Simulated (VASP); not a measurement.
# Cu in VASP: further runs

Runs on Cu. Level: PBE. Tasks: single point.

All numbers are computed with VASP 6.6.1; they aren't measurements. Logs are shortened: lines on timing, memory, paths and dates and some standing lists are left out, and cuts for length are marked.

### 1 The cell of the first run

The typed cell holds 1 atom: a = 2.567 Å, b = 2.574 Å, c = 2.573 Å, α = 59.83°, β = 60.10°, γ = 60.07°.

The cell was built from a structure type or drawn by symmetry, and may not be a known phase.

### 2 Single point, PBE

INCAR reads:

```
SYSTEM = Cu
PREC = Accurate
ENCUT = 520
EDIFF = 1E-6
ISMEAR = 0
SIGMA = 0.1
LREAL = .FALSE.
LASPH = .TRUE.
NELM = 100
ALGO = Normal
ISIF = 2
LWAVE = .FALSE.
LCHARG = .FALSE.
GGA = PE
NBANDS = 12
```

KPOINTS reads:

```
regular mesh
0
G
  8 8 8
  0 0 0
```

POSCAR reads:

```
Cu
1.0
    0.0000000000      1.8145420145      1.8154055529
    1.8241754634      0.0000000000      1.8154055529
    1.8241754634      1.8145420145      0.0000000000
Cu
1
Direct
    0.0000000000      0.0000000000      0.0000000000
```

Potentials or basis: VASP PAW PBE potentials, release 64 (Cu).

Run with:

```sh
$ cat potpaw_PBE.64/Cu/POTCAR > POTCAR
$ mpirun -np 1 vasp_std > vasp.out
```

OUTCAR:

```text
SYSTEM = Cu
   PREC = Accurate
   ENCUT = 520
   EDIFF = 1E-6
   ISMEAR = 0
   LREAL = .FALSE.
   LASPH = .TRUE.
   NELM = 100
   ISIF = 2
   GGA = PE

 ion  position               nearest neighbor table
   1  0.000  0.000  0.000-

  LATTYP: Found a face centered orthorhombic cell.
 ALAT       =     3.6290840290
 B/A-ratio  =     1.0004758988
 C/A-ratio  =     1.0053090250

  Lattice vectors:

 A1 = (  -1.8241754634,   0.0000000000,  -1.8154055529)
 A2 = (  -1.8241754634,   1.8145420145,   0.0000000000)
 A3 = (   0.0000000000,   1.8145420145,  -1.8154055529)

Analysis of symmetry for initial positions (statically):
=====================================================================
 Subroutine PRICEL returns:
 Original cell was already a primitive cell.

 Routine SETGRP: Setting up the symmetry group for a
 face centered orthorhombic supercell.

 Subroutine GETGRP returns: Found  8 space group operations
 (whereof  8 operations were pure point group operations)
 out of a pool of  8 trial point group operations.

The static configuration has the point symmetry D_2h.

Analysis of symmetry for dynamics (positions and initial velocities):
=====================================================================
 Subroutine PRICEL returns:
 Original cell was already a primitive cell.

 Routine SETGRP: Setting up the symmetry group for a
 face centered orthorhombic supercell.

 Subroutine GETGRP returns: Found  8 space group operations
 (whereof  8 operations were pure point group operations)
 out of a pool of  8 trial point group operations.

The dynamic configuration has the point symmetry D_2h.

 Subroutine INISYM returns: Found  8 space group operations
 (whereof  8 operations are pure point group operations),
 and found     1 'primitive' translations

----------------------------------------------------------------------------------------

                                     Primitive cell

  volume of cell :      12.0181

  direct lattice vectors                    reciprocal lattice vectors
     0.000000000  1.814542014  1.815405553    -0.274096440  0.275551625  0.275420552
     1.824175463  0.000000000  1.815405553     0.274096440 -0.275551625  0.275420552
     1.824175463  1.814542014  0.000000000     0.274096440  0.275551625 -0.275420552

  length of vectors
     2.566760613  2.573579889  2.572970821     0.476354948  0.476354948  0.476354948

  position of ions in fractional coordinates (direct lattice)
     0.000000000  0.000000000  0.000000000

  ion indices of the primitive-cell ions
   primitive index   ion index
                 1           1

----------------------------------------------------------------------------------------

 KPOINTS: regular mesh

Automatic generation of k-mesh.
 Grid dimensions read from file:
 generate k-points for:    8    8    8

 Generating k-lattice:

  Cartesian coordinates                     Fractional coordinates (reciprocal lattice)
    -0.034262055  0.034443953  0.034427569     0.125000000  0.000000000  0.000000000
     0.034262055 -0.034443953  0.034427569     0.000000000  0.125000000  0.000000000
     0.034262055  0.034443953 -0.034427569     0.000000000  0.000000000  0.125000000

  Length of vectors
     0.059544369  0.059544369  0.059544369

  Shift w.r.t. Gamma in fractional coordinates (k-lattice)
     0.000000000  0.000000000  0.000000000

 Subroutine IBZKPT returns following result:
 ===========================================

 Found     95 irreducible k-points:

 Following reciprocal coordinates:
            Coordinates               Weight
  0.000000  0.000000  0.000000      1.000000
  0.125000  0.000000  0.000000      8.000000
  0.250000  0.000000  0.000000      8.000000
  0.375000  0.000000  0.000000      8.000000
  0.500000  0.000000  0.000000      4.000000
  0.125000  0.125000  0.000000      2.000000
[... 16 lines left out ...]
  0.250000  0.000000  0.125000      8.000000
  0.375000  0.000000  0.125000      8.000000
 [... further k-points ...]
   k-points           NKPTS =     95   k-points in BZ     NKDIM =     95   number of bands    NBANDS=     12
   number of dos      NEDOS =    301   number of ions     NIONS =      1
   total plane-waves  NPLWV =   8000
   dimension x,y,z NGX =    20 NGY =   20 NGZ =   20
   dimension x,y,z NGXF=    40 NGYF=   40 NGZF=   40
   ions per type =               1
   NGX,Y,Z   is equivalent  to a cutoff of  12.95, 12.92, 12.92 a.u.
   NGXF,Y,Z  is equivalent  to a cutoff of  25.91, 25.84, 25.84 a.u.
 SYSTEM =  Cu
   PREC   = accura    normal or accurate (medium, high low for compatibility)
   ISTART =      0    job   : 0-new  1-cont  2-samecut
   ICHARG =      2    charge: 1-file 2-atom 10-const
   ISPIN  =      1    spin polarized calculation?
   LNONCOLLINEAR =      F non collinear calculations
   LSORBIT =      F    spin-orbit coupling
   LASPH  =      T    aspherical Exc in radial PAW
   ENCUT  =  520.0 eV  38.22 Ry    6.18 a.u.   4.77  4.79  4.78*2*pi/ulx,y,z
   NELM   =    100;   NELMIN=  2; NELMDL= -5     # of ELM steps
   EDIFF  = 0.1E-05   stopping-criterion for ELM
   LREAL  =      F    real-space projection
   EDIFFG = 0.1E-04   stopping-criterion for IOM
   NSW    =      0    number of steps for IOM
   IBRION =     -1    ionic relax: 0-MD 1-quasi-New 2-CG
   NFREE  =      0    steps in history (QN), initial steepest desc. (CG)
   ISIF   =      2    stress and relaxation
   ISYM   =      2    0-nonsym 1-usesym 2-fastsym
   POTIM  = 0.5000    time-step for ionic-motion
   TEBEG  =    0.0;   TEEND  =   0.0 temperature during run
   PSTRESS=    0.0 pullay stress
   NELECT =      11.0000    total number of electrons
   NUPDOWN=      -1.0000    fix difference up-down
   EMIN   =  10.00;   EMAX   =-10.00  energy-range for DOS
   EFERMI =   0.00;   METHOD = LEGACY
   ISMEAR =     0;   SIGMA  =   0.10  broadening in eV -4-tet -1-fermi 0-gaus
   EFERMI_NEDOS =   21; number of points for ismear=-14 and -15
   IALGO  =     38    algorithm
   IMIX   =      4    mixing-type and parameters
     AMIX     =   0.40;   BMIX     =  1.00
     AMIX_MAG =   1.60;   BMIX_MAG =  1.00
  volume/ion in A,a.u.               =      12.02        81.10
  Fermi-wavevector in a.u.,A,eV,Ry     =   1.589498  3.003716 34.375168  2.526504
  Thomas-Fermi vector in A             =   2.688338
   LORBIT       =      0    0 simple, 1 ext, 2 COOP (PROOUT), +10 PAW based schemes
   GGA     = PE    functional components
   LHFCALC =     F    Hartree Fock is set to
   AEXX    =    0.0000 exact exchange contribution
   IVDW    =     0    specifies the selected vdW correction
   LEPSILON=     F    determine dielectric tensor
   LRPA    =     F    only Hartree local field effects (RPA)
 non-spin polarized calculation
 Gauss-broadening in eV      SIGMA  =   0.10
  energy-cutoff  :      520.00
  volume of cell :       12.02
 maximum number of plane-waves:       332
   NGX =  9   NGY =  9   NGZ =  9

 number of electron      10.9999996 magnetization

 Free energy of the ion-electron system (eV)
  ---------------------------------------------------
  ext. energy  EPLUGINS =         0.00000000
  ---------------------------------------------------
  free energy    TOTEN  =        -3.69871572 eV

  energy without entropy =       -3.69568115  energy(sigma->0) =       -3.69719843

 E-fermi :   7.2974     XC(G=0): -12.6237

 val. band max:        7.2379226857   @ k =   0.5000   0.1250   0.2500
 cond. band min:       7.5015765904   @ k =  -0.3750   0.1250   0.1250
 fundamental gap:      0.2636539047
 Fermi energy:         7.2974214136

 k-point     1 :       0.0000    0.0000    0.0000
  band No.  band energies     occupation
      1      -1.8470      2.00000
      2       4.3921      2.00000
      3       4.4157      2.00000
      4       4.4180      2.00000
      5       5.1975      2.00000
      6       5.2208      2.00000
      7      29.8269      0.00000
      8      32.3256      0.00000
      9      32.3408      0.00000
     10      32.3424      0.00000
     11      34.8141      0.00000
     12      34.8179      0.00000

 k-point     2 :       0.1250    0.0000    0.0000
  band No.  band energies     occupation
      1      -1.2906      2.00000
      2       4.3016      2.00000
      3       4.4916      2.00000
      4       4.5081      2.00000
      5       5.1712      2.00000
      6       5.1909      2.00000
      7      25.9914      0.00000
      8      30.4116      0.00000
      9      31.1243      0.00000
     10      31.1557      0.00000
     11      36.7047      0.00000
     12      36.7242      0.00000

 k-point     3 :       0.2500    0.0000    0.0000
  band No.  band energies     occupation
      1       0.2516      2.00000
      2       4.1634      2.00000
      3       4.5495      2.00000
      4       4.5715      2.00000
      5       5.2872      2.00000
      6       5.2934      2.00000
      7      19.6753      0.00000
      8      29.6725      0.00000
      9      29.9041      0.00000
     10      29.9643      0.00000
     11      35.4629      0.00000
     12      35.6851      0.00000
[... 286 lines left out ...]
 k-point    23 :       0.2500    0.0000    0.1250
  band No.  band energies     occupation
      1       0.1134      2.00000
      2       3.9977      2.00000
      3       4.6159      2.00000
      4       4.7180      2.00000
      5       5.0954      2.00000
      6       5.4012      2.00000
      7      22.0865      0.00000
      8      26.6063      0.00000
      9      27.9058      0.00000
     10      30.4326      0.00000
     11      33.3032      0.00000
     12      37.8033      0.00000

 k-point    24 :       0.3750    0.0000    0.1250
  band No.  band energies     occupation
      1       1.8672      2.00000
      2       4.0336      2.00000
      3       4.3898      2.00000
      4       4.6594      2.00000
      5       5.6622      2.00000
      6       5.8218      2.00000
      7      16.2321      0.00000
      8      25.8848      0.00000
      9      26.6380      0.00000
     10      28.2176      0.00000
     11      36.6211      0.00000
     12      37.3620      0.00000

 [... further k-points ...]

------------------------ aborting loop because EDIFF is reached ----------------------------------------

  FORCE on cell =-STRESS in cart. coord.  units (eV):
  Direction    XX          YY          ZZ          XY          YZ          ZX
  --------------------------------------------------------------------------------------
  -------------------------------------------------------------------------------------
  Total        0.0392296      0.0511745      0.0501811      0.0000000      0.0000000      0.0000000
  in kB        5.2298267      6.8222365      6.6898068      0.0000000      0.0000000      0.0000000
  external PRESSURE =       6.2472900 kB  Pullay stress =       0.0000000 kB

 VOLUME and BASIS-vectors are now :
 -----------------------------------------------------------------------------
  energy-cutoff  :      520.00
  volume of cell :       12.02
      direct lattice vectors                 reciprocal lattice vectors
     0.000000000  1.814542014  1.815405553    -0.274096440  0.275551625  0.275420552
     1.824175463  0.000000000  1.815405553     0.274096440 -0.275551625  0.275420552
     1.824175463  1.814542014  0.000000000     0.274096440  0.275551625 -0.275420552

 POSITION                                       TOTAL-FORCE (eV/Angst)
 -----------------------------------------------------------------------------------
      0.00000      0.00000      0.00000        -0.000000      0.000000      0.000000
 -----------------------------------------------------------------------------------
    total drift:                                0.000000      0.000000      0.000000

  FREE ENERGIE OF THE ION-ELECTRON SYSTEM (eV)
  ---------------------------------------------------
  free  energy   TOTEN  =        -3.6987157184 eV

  energy  without entropy=       -3.6956811467  energy(sigma->0) =       -3.69719843
```

It took 5.2 s on 1 thread of Intel Xeon 6975P-C (Granite Rapids), shared host; peak memory 0.13 GiB.

What came out:

- Free energy: -3.6987 eV
- Pressure: 0.6 GPa
- Band gap on the k mesh: zero (an odd number of electrons rules out a gap without spin polarisation)

Stress tensor (GPa, compression positive):
```
0.52 0.00 0.00
0.00 0.68 0.00
0.00 0.00 0.67
```

Levels at points of the mesh, in eV from the Fermi level:
```csv
k point,band 3,band 4,band 5,band 6,band 7,band 8
"(0.00, 0.00, 0.00)",-2.88,-2.88,-2.10,-2.08,22.53,25.03
"(0.50, 0.00, 0.00)",-2.91,-1.54,-1.53,-0.88,3.75,21.02
"(0.50, 0.50, 0.00)",-1.55,-1.40,-1.39,1.62,7.11,12.98
"(0.50, 0.00, 0.50)",-1.55,-1.40,-1.39,1.63,7.12,12.97
"(0.00, 0.50, 0.50)",-1.55,-1.40,-1.40,1.52,6.98,13.10
```

Caveat: the k points lie up to 0.37 Å⁻¹ apart, too coarse for converged energies and pressures of a metal.

### 3 Single point, PBE (10.52 Å³/atom)

This run uses another cell than the first one, of 10.52 Å³/atom.

INCAR reads:

```
ALGO = Normal
EDIFF = 1E-7
ENCUT = 520
GGA = PE
ISIF = 2
ISMEAR = 0
LASPH = True
LCHARG = True
LELF = True
LREAL = False
LVHAR = True
LWAVE = False
NBANDS = 12
NELM = 80
PREC = Accurate
SIGMA = 0.1
```

KPOINTS reads:

```
k-points
0
Gamma
  26 26 26
```

POSCAR reads:

```
Cu
1.0
    0.0000000000      1.7391296827      1.7391296827
    1.7391296827      0.0000000000      1.7391296827
    1.7391296827      1.7391296827      0.0000000000
Cu
1
Direct
    0.0000000000      0.0000000000      0.0000000000
```

Potentials or basis: VASP PAW PBE potentials, release 64 (Cu).

Run with:

```sh
$ cat potpaw_PBE.64/Cu/POTCAR > POTCAR
$ mpirun -np 1 vasp_std > vasp.out
```

It took 23 s on 1 thread of Intel Xeon 6975P-C (Granite Rapids), shared host; peak memory 0.17 GiB.

The run converged. Its results:

```
Free energy            : -3.6256 eV
Pressure               : 25.3 GPa
Band gap on the k mesh : zero (an odd number of electrons rules out a gap without spin polarisation)
```

Levels at points of the mesh, in eV from the Fermi level:
```tsv
k point	band 4	band 5	band 6	band 7	band 8	band 9
(0.00, 0.00, 0.00)	-3.43	-2.45	-2.45	23.49	27.06	27.06
(0.50, 0.00, 0.00)	-1.77	-1.77	-1.37	4.36	21.93	23.91
(0.50, 0.50, 0.00)	-1.60	-1.60	1.39	7.94	13.99	13.99
```

Caveat: the cell stands under pressure.

### 4 Single point, PBE (10.88 Å³/atom)

This run uses another cell than the first one, of 10.88 Å³/atom.

INCAR reads:

```
SYSTEM = Cu
ALGO     = Normal         ! electronic algorithm
EDIFF    = 1E-6           ! SCF threshold, eV
ENCUT    = 520            ! plane-wave cutoff, eV
GGA      = PE             ! functional
ISIF     = 2              ! what is computed and relaxed
ISMEAR   = 0              ! smearing method
LASPH    = .TRUE.         ! aspherical terms in the spheres
LCHARG   = .FALSE.        ! write CHGCAR
LREAL    = .FALSE.        ! projectors in reciprocal space
LWAVE    = .FALSE.        ! write WAVECAR
NBANDS   = 12             ! bands
NELM     = 60             ! most SCF steps
PREC     = Accurate       ! precision mode
SIGMA    = 0.1            ! smearing width, eV
```

KPOINTS reads:

```
k-points
0
G
  26 26 26
  0 0 0
```

POSCAR reads:

```
Cu
1.0
    0.0000000000      1.7586721014      1.7586721014
    1.7586721014      0.0000000000      1.7586721014
    1.7586721014      1.7586721014      0.0000000000
Cu
1
Direct
    0.0000000000      0.0000000000      0.0000000000
```

Run with:

```sh
$ cat potpaw_PBE.64/Cu/POTCAR > POTCAR
$ mpirun -np 1 vasp_std > vasp.out
```

Wall time 21 s (1 thread of Intel Xeon 6975P-C (Granite Rapids), shared host); peak memory 0.17 GiB.

The run converged. Its results:

```yaml
Free_energy: -3.6734 eV
Pressure: 17.4 GPa
Band_gap_on_the_k_mesh: zero (an odd number of electrons rules out a gap without spin polarisation)
```

Levels at points of the mesh, in eV from the Fermi level:
| k point | band 2 | band 3 | band 4 | band 5 | band 6 | band 7 | band 8 | band 9 | band 10 | band 11 |
| --- | --- | --- | --- | --- | --- | --- | --- | --- | --- | --- |
| (0.00, 0.00, 0.00) | -3.31 | -3.31 | -3.31 | -2.38 | -2.38 | 23.23 | 26.53 | 26.53 | 26.53 | 29.11 |
| (0.50, 0.00, 0.00) | -3.35 | -3.35 | -1.73 | -1.73 | -1.27 | 4.17 | 21.68 | 23.36 | 23.36 | 26.27 |
| (0.50, 0.50, 0.00) | -4.89 | -1.75 | -1.57 | -1.57 | 1.42 | 7.69 | 13.72 | 13.72 | 18.43 | 21.65 |

Caveat: the cell stands under pressure.

### 5 Single point, PBE (11.24 Å³/atom)

This run uses another cell than the first one, of 11.24 Å³/atom.

INCAR reads:

```
PREC = Accurate
ENCUT = 520
EDIFF = 1E-7
ISMEAR = 0
SIGMA = 0.1
LREAL = False
LASPH = True
NELM = 60
ALGO = Normal
ISIF = 2
LWAVE = False
LCHARG = False
GGA = PE
NBANDS = 12
```

KPOINTS reads:

```
Automatic mesh
0
Gamma
  26 26 26
```

POSCAR reads:

```
Cu
1.0
    0.0000000000      1.7777896002      1.7777896002
    1.7777896002      0.0000000000      1.7777896002
    1.7777896002      1.7777896002      0.0000000000
Cu
1
Direct
    0.0000000000      0.0000000000      0.0000000000
```

Run with:

```sh
$ cat potpaw_PBE.64/Cu/POTCAR > POTCAR
$ mpirun -np 1 vasp_std > vasp.out
```

Run time: 27 s. Hardware: 1 thread of Intel Xeon 6975P-C (Granite Rapids), shared host; peak memory 0.18 GiB.

It converged, with:

```yaml
Free_energy: -3.7049 eV
Pressure: 10.7 GPa
Band_gap_on_the_k_mesh: zero (an odd number of electrons rules out a gap without spin polarisation)
```

Levels at points of the mesh, in eV from the Fermi level:
```
           k point  band 4  band 5  band 6  band 7  band 8  band 9
(0.00, 0.00, 0.00)   -3.20   -2.31   -2.31   22.97   26.01   26.01
(0.50, 0.00, 0.00)   -1.70   -1.70   -1.17    4.00   21.44   22.84
(0.50, 0.50, 0.00)   -1.55   -1.55    1.44    7.45   13.46   13.46
```

Caveat: the cell stands under pressure.

### 6 Overview

| cell | k mesh | gap on the mesh (eV) | pressure (GPa) |
| --- | --- | --- | --- |
| a = 2.567, b = 2.574, c = 2.573 Å, angles 59.8, 60.1, 60.1°, 1 atom | 8 × 8 × 8 | none | 0.6 |
| a = 2.460 Å, angles 60.0°, 1 atom | 26 × 26 × 26 | none | 25.3 |
| a = 2.487 Å, angles 60.0°, 1 atom | 26 × 26 × 26 | none | 17.4 |
| a = 2.514 Å, angles 60.0°, 1 atom | 26 × 26 × 26 | none | 10.7 |

Alike in all rows: task single point; level PBE; potentials or basis VASP PAW PBE potentials, release 64 (Cu); no spin polarisation; cutoff (eV) 520; smearing gaussian 0.1 eV.

Caveats: some runs use coarse meshes; the cell stands under pressure (at least some runs).

Absolute energies hang on the potentials; compare differences alone.
